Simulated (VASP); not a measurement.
Here is a VASP 6.6.1 calculation.

POSCAR

```
YbFe3
1.0
    3.9152044762      0.0000000000      0.0000000000
    0.0000000000      3.9152044762      0.0000000000
    0.0000000000      0.0000000000      3.9152044762
Yb Fe
1 3
Direct
    0.0000000000      0.0000000000      0.0000000000
    0.0000000000      0.5000000000      0.5000000000
    0.5000000000      0.5000000000      0.0000000000
    0.5000000000      0.0000000000      0.5000000000
```

The input INCAR.step1:

```
SYSTEM = YbFe3
PREC     = Accurate       ! precision mode
ENCUT    = 520            ! plane-wave cutoff, eV
EDIFF    = 1E-7           ! SCF threshold, eV
ISMEAR   = 0              ! smearing method
SIGMA    = 0.05           ! smearing width, eV
LREAL    = .False.        ! projectors in reciprocal space
LASPH    = .True.         ! aspherical terms in the spheres
NELM     = 150            ! most SCF steps
ALGO     = Normal         ! electronic algorithm
ISIF     = 2              ! what is computed and relaxed
LWAVE    = .False.        ! write WAVECAR
LCHARG   = .True.         ! write CHGCAR
ISPIN    = 2              ! spin polarisation
MAGMOM   = 0 2.71 2.71 2.71 ! initial moments
LMAXMIX  = 6              ! l up to which the mixer works
GGA      = PE             ! functional
NBANDS   = 36             ! bands
```

Contents of KPOINTS.step1:

```
Automatic mesh
0
Gamma
  8 8 8
  0 0 0
```

Contents of INCAR.step2:

```
SYSTEM = YbFe3
PREC     = Accurate       ! precision mode
ENCUT    = 520            ! plane-wave cutoff, eV
EDIFF    = 1E-7           ! SCF threshold, eV
ISMEAR   = -5             ! smearing method
SIGMA    = 0.05           ! smearing width, eV
LREAL    = .False.        ! projectors in reciprocal space
LASPH    = .True.         ! aspherical terms in the spheres
NELM     = 150            ! most SCF steps
ALGO     = Normal         ! electronic algorithm
ISIF     = 2              ! what is computed and relaxed
LWAVE    = .False.        ! write WAVECAR
LCHARG   = .False.        ! write CHGCAR
ISPIN    = 2              ! spin polarisation
MAGMOM   = 0 2.71 2.71 2.71 ! initial moments
LORBIT   = 11             ! projections on sites
LMAXMIX  = 6              ! l up to which the mixer works
GGA      = PE             ! functional
NEDOS    = 1001           ! points of the DOS
ICHARG   = 11             ! starting density
```

The input KPOINTS.step2:

```
Automatic mesh
0
Gamma
  12 12 12
  0 0 0
```

Potentials or basis: VASP PAW PBE potentials, release 64 (Yb, Fe).

The run is started by

```bash
$ cat potpaw_PBE.64/Yb/POTCAR potpaw_PBE.64/Fe/POTCAR > POTCAR
$ cp INCAR.step1 INCAR
$ cp KPOINTS.step1 KPOINTS
$ mpirun -np 1 vasp_std > vasp.out
$ cp INCAR.step2 INCAR
$ cp KPOINTS.step2 KPOINTS
$ mpirun -np 1 vasp_std > vasp.out
```

**Question.** What does it give for the site moments?

**Answer.** Yb +0.30; Fe +2.45 μB.

**Question.** What does it give for the net moment?

**Answer.** 7.45 μB per cell.

 The state reached can hang on the start; a lower one may exist.
